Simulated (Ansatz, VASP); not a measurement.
Sn2Bi2Te in VASP and in Ansatz

The input INCAR:

```
SYSTEM = Sn2Bi2Te
ALGO = Fast
EDIFF = 1E-6
EDIFFG = -0.04
ENCUT = 600
GGA = PE
IBRION = 2
ISIF = 3
ISMEAR = 0
LASPH = .TRUE.
LCHARG = .FALSE.
LREAL = .FALSE.
LWAVE = .FALSE.
NELM = 100
NSW = 90
PREC = Accurate
SIGMA = 0.1
```

Contents of KPOINTS:

```
k-points
0
G
  6 6 4
  0 0 0
```

The input POSCAR:

```
Sn2Bi2Te
1.0
    5.5269524186      0.0000000000      0.0000000000
   -2.7634762093      4.7864812000      0.0000000000
    0.0000000000      0.0000000000      6.6274694870
Sn Bi Te
2 2 1
Direct
    0.3333333333      0.6666666667      0.0622201811
    0.6666666667      0.3333333333      0.0622201811
    0.3333333333      0.6666666667      0.5769866892
    0.6666666667      0.3333333333      0.5769866892
    0.0000000000      0.0000000000      0.1249893195
```

Input for Ansatz:

```yaml
crystal:
  lattice:
    - [5.5269524186, 0.0, 0.0]
    - [-2.7634762093, 4.7864812, 0.0]
    - [0.0, 0.0, 6.627469487]
  atoms:
    - { symbol: Sn, position: [0.3333333333, 0.6666666667, 0.0622201811] }
    - { symbol: Sn, position: [0.6666666667, 0.3333333333, 0.0622201811] }
    - { symbol: Bi, position: [0.3333333333, 0.6666666667, 0.5769866892] }
    - { symbol: Bi, position: [0.6666666667, 0.3333333333, 0.5769866892] }
    - { symbol: Te, position: [0.0, 0.0, 0.1249893195] }
basis:
  ecutwfc: 420
kpoints:
  mp_grid: { grid: [6, 6, 4] }
hamiltonian:
  xc: pbe
scf:
  occupations: { method: gaussian, width: 0.1 }
  lower_state_search: "off"
output:
  forces: true
  stress: true
  eigenvalues: true
relax:
  adjacent_minimum: "off"
  f_tol: 0.04
  max_steps: 70
  cell: { stress_tol: 0.4 }
```

Alike in both runs: task relaxation of cell and atoms; functional PBE; k mesh 6 × 6 × 4; occupations gaussian, width 0.1 eV; no spin polarisation.

```csv
,VASP,Ansatz
version,VASP 6.6.1,Ansatz 0.2.0
potentials or method,"VASP PAW PBE potentials, release 64 (Sn_d, Bi_d, Te), cutoff 600 eV","scalar-relativistic, plane waves, PAW"
valence electrons in the cell,64,74
```

Ansatz gave:

| Quantity | Value |
| --- | --- |
| gap on the k mesh at the Fermi level, each at its own relaxed structure (eV) | none |
| relaxed volume (Å³/atom) | 34.68 |
| relaxed length of the cell vector where the two differ most in proportion (Å) | 6.469 |

**Question.** Estimate VASP's values.

**Answer.** gap on the k mesh at the Fermi level, each at its own relaxed structure (eV): none; relaxed volume (Å³/atom): 34.53; relaxed length of the cell vector where the two differ most in proportion (Å): 6.454.

A gap of «none» marks a metal or a gap that the smearing closes. VASP's potentials hold 64 valence electrons a cell and Ansatz's 74, so a difference there can come from the potentials and not from the codes.

Spin-orbit coupling is off throughout.
